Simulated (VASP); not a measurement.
Set up this calculation in VASP 6.6.1, as the native input.

| Quantity | Value |
| --- | --- |
| Task | single point |
| Functional | PBE |
| Potentials or basis | VASP PAW PBE potentials, release 64 (Fe, O) |
| Cutoff | 520 eV |
| k mesh | 10 × 10 × 10 |
| Occupations | gaussian, width 0.05 eV |
| Spin | collinear spin, ferromagnetic start |
| Starting moments | [0.5, 0.0] μB |
| Hubbard terms | Fe d U = 4.0 eV |
| Dipole correction | no |
| Further INCAR settings | ALGO = Normal; EDIFF = 1e-06; NBANDS = 18 |

The structure of FeO lies in POSCAR:

```
FeO
1.0
    0.0000000000      2.3733177188      2.3733177188
    2.3733177188      0.0000000000      2.3733177188
    2.3733177188      2.3733177188      0.0000000000
Fe O
1 1
Direct
    0.0000000000      0.0000000000      0.0000000000
    0.2500000000      0.2500000000      0.2500000000
```

One way to write it, as run:

INCAR

```
PREC = Accurate
ENCUT = 520
EDIFF = 1E-6
ISMEAR = 0
SIGMA = 0.05
LREAL = F
LASPH = T
NELM = 150
ALGO = Normal
ISIF = 2
LWAVE = F
LCHARG = T
ISPIN = 2
MAGMOM = 0.5 0
LORBIT = 11
LMAXMIX = 4
LDAU = T
LDAUTYPE = 2
LDAUL = 2 -1
LDAUU = 4 0
LDAUJ = 0 0
LDAUPRINT = 1
GGA = PE
LELF = T
LVHAR = T
NBANDS = 18
```

KPOINTS

```
regular mesh
0
Gamma
  10 10 10
```

Potentials or basis: VASP PAW PBE potentials, release 64 (Fe, O).

Command:

```sh
$ cat potpaw_PBE.64/Fe/POTCAR potpaw_PBE.64/O/POTCAR > POTCAR
$ mpirun -np 1 vasp_std > vasp.out
```

Results of the run:

```yaml
Pressure: -11.9 GPa
Band_gap_on_the_k_mesh: zero (filled and empty bands overlap)
Net_moment: 2.00 μB per cell
Site_moments: Fe +2.16; O -0.25 μB
Valence_electrons_inside_the_program's_atomic_spheres: Fe 6.92; O 4.92
```

Caveat: a cell with one magnetic atom can't hold antiferromagnetic order, which such compounds often take.

Wall time 93 s on 1 thread of AMD EPYC 9R45 96-Core Processor (Zen 5) (shared host), peak memory 0.16 GiB.
